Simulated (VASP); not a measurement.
Input of a VASP 6.6.1 run:

The input INCAR:

```
SYSTEM = Au
PREC = Accurate
ENCUT = 500
EDIFF = 1E-7
ISMEAR = 0
SIGMA = 0.1
LREAL = .False.
LASPH = .True.
NELM = 120
ALGO = Normal
ISIF = 3
LWAVE = .False.
LCHARG = .False.
GGA = PE
IBRION = 2
NSW = 90
EDIFFG = -0.025
GGA_COMPAT = .False.
NELMIN = 4
```

The input KPOINTS:

```
Automatic mesh
0
Gamma
  12 12 12
  0 0 0
```

POSCAR

```
Au
1.0
    2.7327923755      0.0000000000      0.0000000000
    0.0000000000      2.7327923755      0.0000000000
    0.0000000000      0.0000000000      2.7327923755
Au
1
Direct
    0.0000000000      0.0000000000      0.0000000000
```

Potentials or basis: VASP PAW PBE potentials, release 64 (Au).

Run with:

```console
$ cat potpaw_PBE.64/Au/POTCAR > POTCAR
$ mpirun -np 1 vasp_std > vasp.out
```

Question: Estimate the space group after relaxing (to 0.05 Å).

Answer: Pm-3m (No. 221).

Question: What does it give for the relaxed volume?

Answer: 20.71 Å³/atom.

Question: Estimate the relaxed cell.

Answer: a = 2.746 Å, b = 2.746 Å, c = 2.746 Å, α = 90.00°, β = 90.00°, γ = 90.00°.

Step by step:
```
step  energy change (eV)  largest force (eV/Å)  pressure (GPa)  volume (Å³)
   1              0.0000                0.0000            1.59        20.41
   2             -0.0001                0.0000           -1.44        21.01
   3             -0.0015                0.0000            0.01        20.71
```

 PBE usually gives volumes a little too large and moduli too small.
